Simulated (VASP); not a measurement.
# Al12Ga in VASP: single point with LDA

Aim: the single point of Al12Ga with LDA.

Program: VASP 6.6.1. These are calculated values, not measurements. Logs are shortened: lines on timing, memory, paths and dates and some standing lists are left out, and cuts for length are marked.

**1. The cell of the first run**

The cell holds a slab with vacuum, 13 atoms: a = 5.634 Å, b = 5.634 Å, c = 21.104 Å, α = 90.00°, β = 90.00°, γ = 90.00°.

**2. Single point, LDA, collinear spin**

Input file INCAR:

```
PREC     = Accurate       # precision mode
ENCUT    = 520            # plane-wave cutoff, eV
EDIFF    = 1E-7           # SCF threshold, eV
ISMEAR   = 0              # smearing method
SIGMA    = 0.1            # smearing width, eV
LREAL    = False          # projectors in reciprocal space
LASPH    = True           # aspherical terms in the spheres
NELM     = 150            # most SCF steps
ALGO     = Normal         # electronic algorithm
ISIF     = 2              # what is computed and relaxed
LWAVE    = False          # write WAVECAR
LCHARG   = True           # write CHGCAR
ISPIN    = 2              # spin polarisation
MAGMOM   = 0 0 0 0 0 0 0 0 0 0 0 0 1 # initial moments
LORBIT   = 11             # projections on sites
LDIPOL   = True         
IDIPOL   = 3            
DIPOL    = 0.5 0.5 0.304
LELF     = True           # ELF
LVHAR    = True         
LVACPOTAV= True         
NBANDS   = 40             # bands
```

Input file KPOINTS:

```
Automatic mesh
0
Gamma
  5 5 1
```

Input file POSCAR:

```
Al12Ga
1.0
    5.6343731020      0.0000000000      0.0000000000
    0.0000000000      5.6343731020      0.0000000000
    0.0000000000      0.0000000000     21.1039189491
Al Ga
12 1
Direct
    0.2500000000      0.2500000000      0.1895382564
    0.2500000000      0.7500000000      0.1895382564
    0.7500000000      0.2500000000      0.1895382564
    0.7500000000      0.7500000000      0.1895382564
    0.0000000000      0.0000000000      0.2867506898
    0.0000000000      0.5000000000      0.2867506898
    0.5000000000      0.0000000000      0.2867506898
    0.5000000000      0.5000000000      0.2867506898
    0.2500000000      0.2500000000      0.3840006668
    0.2500000000      0.7500000000      0.3840006668
    0.7500000000      0.2500000000      0.3840006668
    0.7500000000      0.7500000000      0.3840006668
    0.5000000000      0.5000000000      0.5067266878
```

Potentials or basis: VASP PAW LDA potentials, release 64 (Al, Ga_d).

On the command line:

```console
> cat potpaw_LDA.64/Al/POTCAR potpaw_LDA.64/Ga_d/POTCAR > POTCAR
> mpirun -np 1 vasp_std > vasp.out
```

OUTCAR:

```text
PREC = Accurate
   ENCUT = 520
   EDIFF = 1E-7
   ISMEAR = 0
   LREAL = False
   LASPH = True
   NELM = 150
   ISIF = 2
   ISPIN = 2
   LORBIT = 11

 ion  position               nearest neighbor table
   1  0.250  0.250  0.190-   2 2.82   3 2.82   2 2.82   3 2.82   7 2.86   8 2.86   5 2.86   6 2.86

   2  0.250  0.750  0.190-   1 2.82   4 2.82   1 2.82   4 2.82   7 2.86   8 2.86   5 2.86   6 2.86

   3  0.750  0.250  0.190-   1 2.82   4 2.82   4 2.82   1 2.82   7 2.86   8 2.86   5 2.86   6 2.86
[... 15 lines left out ...]
  11  0.750  0.250  0.384-   9 2.82  12 2.82  12 2.82   9 2.82   5 2.86   6 2.86   7 2.86   8 2.86

  12  0.750  0.750  0.384-  10 2.82  11 2.82  11 2.82  10 2.82   5 2.86   6 2.86   7 2.86   8 2.86

  13  0.500  0.500  0.507-

  LATTYP: Found a simple tetragonal cell.
 ALAT       =     5.6343731020
 C/A-ratio  =     3.7455664662

  Lattice vectors:

 A1 = (   5.6343731020,   0.0000000000,   0.0000000000)
 A2 = (   0.0000000000,   5.6343731020,   0.0000000000)
 A3 = (   0.0000000000,   0.0000000000,  21.1039189491)

Analysis of symmetry for initial positions (statically):
=====================================================================
 Subroutine PRICEL returns:
 Original cell was already a primitive cell.

 Routine SETGRP: Setting up the symmetry group for a
 simple tetragonal supercell.

 Subroutine GETGRP returns: Found  8 space group operations
 (whereof  8 operations were pure point group operations)
 out of a pool of 16 trial point group operations.

The static configuration has the point symmetry C_4v.

Analysis of symmetry for dynamics (positions and initial velocities):
=====================================================================
 Subroutine PRICEL returns:
 Original cell was already a primitive cell.

 Routine SETGRP: Setting up the symmetry group for a
 simple tetragonal supercell.

 Subroutine GETGRP returns: Found  8 space group operations
 (whereof  8 operations were pure point group operations)
 out of a pool of 16 trial point group operations.

The dynamic configuration has the point symmetry C_4v.

Analysis of structural, dynamic, and magnetic symmetry:
=====================================================================
 Subroutine PRICEL returns:
 Original cell was already a primitive cell.

 Routine SETGRP: Setting up the symmetry group for a
 simple tetragonal supercell.

 Subroutine GETGRP returns: Found  8 space group operations
 (whereof  8 operations were pure point group operations)
 out of a pool of 16 trial point group operations.

The overall configuration has the point symmetry C_4v.

 Subroutine INISYM returns: Found  8 space group operations
 (whereof  8 operations are pure point group operations),
 and found     1 'primitive' translations

----------------------------------------------------------------------------------------

                                     Primitive cell

  volume of cell :     669.9684

  direct lattice vectors                    reciprocal lattice vectors
     5.634373102  0.000000000  0.000000000     0.177482034  0.000000000  0.000000000
     0.000000000  5.634373102  0.000000000     0.000000000  0.177482034  0.000000000
     0.000000000  0.000000000 21.103918949     0.000000000  0.000000000  0.047384564

  length of vectors
     5.634373102  5.634373102 21.103918949     0.177482034  0.177482034  0.047384564

  position of ions in fractional coordinates (direct lattice)
     0.250000000  0.250000000  0.189538256
     0.250000000  0.750000000  0.189538256
     0.750000000  0.250000000  0.189538256
     0.750000000  0.750000000  0.189538256
     0.000000000  0.000000000  0.286750690
     0.000000000  0.500000000  0.286750690
     0.500000000  0.000000000  0.286750690
     0.500000000  0.500000000  0.286750690
     0.250000000  0.250000000  0.384000667
     0.250000000  0.750000000  0.384000667
     0.750000000  0.250000000  0.384000667
     0.750000000  0.750000000  0.384000667
     0.500000000  0.500000000  0.506726688

  ion indices of the primitive-cell ions
   primitive index   ion index
                 1           1
                 2           2
                 3           3
                 4           4
[... 69 lines left out ...]
   ISYM   =      2    0-nonsym 1-usesym 2-fastsym
   POTIM  = 0.5000    time-step for ionic-motion
   TEBEG  =    0.0;   TEEND  =   0.0 temperature during run
   PSTRESS=    0.0 pullay stress
   NELECT =      49.0000    total number of electrons
   NUPDOWN=      -1.0000    fix difference up-down
   EMIN   =  10.00;   EMAX   =-10.00  energy-range for DOS
   EFERMI =   0.00;   METHOD = LEGACY
   ISMEAR =     0;   SIGMA  =   0.10  broadening in eV -4-tet -1-fermi 0-gaus
   EFERMI_NEDOS =   21; number of points for ismear=-14 and -15
   IALGO  =     38    algorithm
   IMIX   =      4    mixing-type and parameters
     AMIX     =   0.40;   BMIX     =  1.00
     AMIX_MAG =   1.60;   BMIX_MAG =  1.00
  volume/ion in A,a.u.               =      51.54       347.78
  Fermi-wavevector in a.u.,A,eV,Ry     =   0.684629  1.293762  6.377284  0.468717
  Thomas-Fermi vector in A             =   1.764337
   LORBIT       =     11    0 simple, 1 ext, 2 COOP (PROOUT), +10 PAW based schemes
   GGA     = CA    functional components
   LHFCALC =     F    Hartree Fock is set to
   AEXX    =    0.0000 exact exchange contribution
   IVDW    =     0    specifies the selected vdW correction
   LEPSILON=     F    determine dielectric tensor
   LRPA    =     F    only Hartree local field effects (RPA)
 spin polarized calculation
 Gauss-broadening in eV      SIGMA  =   0.10
  energy-cutoff  :      520.00
  volume of cell :      669.97
 maximum number of plane-waves:     18131
 NGX is ok and might be reduce to    42
   NGX = 21   NGY = 21   NGZ = 79

 dipolmoment           0.000000      0.000000      0.080045 electrons x Angstroem

 number of electron      49.0000003 magnetization       0.0007929

 number of electron      49.0000003 magnetization      -0.0000087

 dipolmoment           0.000000      0.000000     -0.109921 electrons x Angstroem

 Free energy of the ion-electron system (eV)
  ---------------------------------------------------
  ext. energy  EPLUGINS =         0.00000000
  ---------------------------------------------------
  free energy    TOTEN  =       -48.96762011 eV

  energy without entropy =      -48.95273203  energy(sigma->0) =      -48.96017607

 E-fermi :  -0.3292     XC(G=0):  -4.4864

 val. band max:       -0.4101111425   @ k =   0.2000   0.0000   0.0000
 cond. band min:      -0.2858339858   @ k =   0.4000   0.4000   0.0000
 fundamental gap:      0.1242771567
 Fermi energy:        -0.3291902185

 spin component 1

 k-point     1 :       0.0000    0.0000    0.0000
  band No.  band energies     occupation
      1     -15.6539      1.00000
      2     -15.6524      1.00000
      3     -15.6266      1.00000
      4     -15.6266      1.00000
      5     -15.6151      1.00000
      6     -10.7672      1.00000
[... 223 lines left out ...]
     35       2.4761      0.00000
     36       2.4782      0.00000
 Fermi energy:        -0.3291902185

 spin component 2

 k-point     1 :       0.0000    0.0000    0.0000
  band No.  band energies     occupation
      1     -15.6539      1.00000
      2     -15.6524      1.00000
      3     -15.6266      1.00000
      4     -15.6266      1.00000
      5     -15.6151      1.00000
      6     -10.7672      1.00000
[... 223 lines left out ...]
     35       2.4761      0.00000
     36       2.4782      0.00000
 [bands above 36 left out]

------------------------ aborting loop because EDIFF is reached ----------------------------------------

  FORCE on cell =-STRESS in cart. coord.  units (eV):
  Direction    XX          YY          ZZ          XY          YZ          ZX
  --------------------------------------------------------------------------------------
  -------------------------------------------------------------------------------------
  Total       -8.5764020     -8.5764020     -3.5457828      0.0000000      0.0000000      0.0000000
  in kB      -20.5097986    -20.5097986     -8.4794640      0.0000000      0.0000000      0.0000000
  external PRESSURE =     -16.4996870 kB  Pullay stress =       0.0000000 kB

 VOLUME and BASIS-vectors are now :
 -----------------------------------------------------------------------------
  energy-cutoff  :      520.00
  volume of cell :      669.97
      direct lattice vectors                 reciprocal lattice vectors
     5.634373102  0.000000000  0.000000000     0.177482034  0.000000000  0.000000000
     0.000000000  5.634373102  0.000000000     0.000000000  0.177482034  0.000000000
     0.000000000  0.000000000 21.103918949     0.000000000  0.000000000  0.047384564

 POSITION                                       TOTAL-FORCE (eV/Angst)
 -----------------------------------------------------------------------------------
      1.40859      1.40859      4.00000         0.039241      0.039241     -0.003105
      1.40859      4.22578      4.00000         0.039241     -0.039241     -0.003105
      4.22578      1.40859      4.00000        -0.039241      0.039241     -0.003105
      4.22578      4.22578      4.00000        -0.039241     -0.039241     -0.003105
      0.00000      0.00000      6.05156         0.000000      0.000000      0.029384
      0.00000      2.81719      6.05156         0.000000      0.000000      0.090937
      2.81719      0.00000      6.05156         0.000000      0.000000      0.090937
      2.81719      2.81719      6.05156         0.000000      0.000000      0.003634
      1.40859      1.40859      8.10392         0.073342      0.073342      0.252741
      1.40859      4.22578      8.10392         0.073342     -0.073342      0.252741
      4.22578      1.40859      8.10392        -0.073342      0.073342      0.252741
      4.22578      4.22578      8.10392        -0.073342     -0.073342      0.252741
      2.81719      2.81719     10.69392         0.000000     -0.000000     -1.213433
 -----------------------------------------------------------------------------------
    total drift:                                0.000000      0.000000      0.001049

  FREE ENERGIE OF THE ION-ELECTRON SYSTEM (eV)
  ---------------------------------------------------
  free  energy   TOTEN  =       -48.9676201114 eV

  energy  without entropy=      -48.9527320321  energy(sigma->0) =      -48.96017607

 vacuum level on the upper side and lower side of the slab         3.537         4.164

 total charge

# of ion       s       p       d       tot
------------------------------------------
    1        0.484   0.302   0.000   0.786
    2        0.484   0.302   0.000   0.786
    3        0.484   0.302   0.000   0.786
    4        0.484   0.302   0.000   0.786
    5        0.446   0.346   0.000   0.793
    6        0.441   0.356   0.000   0.797
    7        0.441   0.356   0.000   0.797
    8        0.442   0.356   0.000   0.798
    9        0.470   0.313   0.000   0.783
   10        0.470   0.313   0.000   0.783
   11        0.470   0.313   0.000   0.783
   12        0.470   0.313   0.000   0.783
   13        1.189   0.283   9.922  11.393
--------------------------------------------------
tot          6.774   4.161   9.922  20.857

 magnetization (x)

# of ion       s       p       d       tot
------------------------------------------
    1       -0.000  -0.000   0.000  -0.000
    2       -0.000  -0.000   0.000  -0.000
    3       -0.000  -0.000   0.000  -0.000
    4       -0.000  -0.000   0.000  -0.000
    5       -0.000   0.000   0.000  -0.000
    6        0.000   0.000   0.000   0.000
    7        0.000   0.000   0.000   0.000
    8        0.000  -0.000   0.000   0.000
    9        0.000   0.000   0.000   0.000
   10        0.000   0.000   0.000   0.000
   11        0.000   0.000   0.000   0.000
   12        0.000   0.000   0.000   0.000
   13       -0.000   0.000  -0.000   0.000
--------------------------------------------------
tot         -0.000  -0.000  -0.000  -0.000
```

It took 16 min on 1 thread of Intel Xeon 8259CL, shared host; peak memory 0.64 GiB.

Results:

```
Free energy                                           : -48.9676 eV
Largest force                                         : 1.213 eV/Å
Net moment                                            : 0.00 μB per cell
Valence electrons inside the program's atomic spheres : Al 0.79, 0.80, 0.78 (each value once); Ga 11.39
```

Forces on the atoms (eV/Å):
```
Al   0.039  0.039 -0.003
Al   0.039 -0.039 -0.003
Al  -0.039  0.039 -0.003
Al  -0.039 -0.039 -0.003
Al   0.000  0.000  0.029
Al   0.000  0.000  0.091
Al   0.000  0.000  0.091
Al   0.000  0.000  0.004
Al   0.073  0.073  0.253
Al   0.073 -0.073  0.253
Al  -0.073  0.073  0.253
Al  -0.073 -0.073  0.253
Ga   0.000  0.000 -1.213
```
